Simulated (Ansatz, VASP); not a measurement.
**Pd: VASP beside Ansatz**

```
Pd
1.0
     2.78367    0.00000    0.00000
    -1.39183    2.41072    0.00000
     0.00000    0.00000    4.62889
Pd
2
Direct
  0.66667 0.33333 0.75000
  0.33333 0.66667 0.25000
```

Alike in both runs: task single point; functional PBEsol; k mesh 5 × 5 × 3; occupations fermi-dirac, width 0.02 eV; no spin polarisation.

|  | VASP | Ansatz |
| --- | --- | --- |
| version | VASP 6.6.1 | Ansatz 0.2.0 |
| potentials or method | VASP PAW PBE potentials, release 64 (Pd) | plane waves, PAW |
| plane-wave cutoff (eV) | 500 | 420 |
| valence electrons in the cell | 20 | 36 |

Ansatz gave:

| Item | Value |
| --- | --- |
| gap on the k mesh at the Fermi level (eV) | none |
| pressure (GPa) | -7.8 |
| traceless stress, the component that is largest in VASP (GPa) | -2.03 |

Question: What did VASP give for the same quantities?

Answer: gap on the k mesh at the Fermi level (eV): none; pressure (GPa): -8.0; traceless stress, the component that is largest in VASP (GPa): -2.03.

VASP's potentials were made for PBE, not for PBEsol. A gap of «none» marks a metal or a gap that the smearing closes. The functional is the same, so the differences come from potentials, cutoffs and numerics. VASP's potentials hold 20 valence electrons a cell and Ansatz's 36, so a difference there can come from the potentials and not from the codes.

The k mesh is coarse, so the values compare programs but aren't converged.
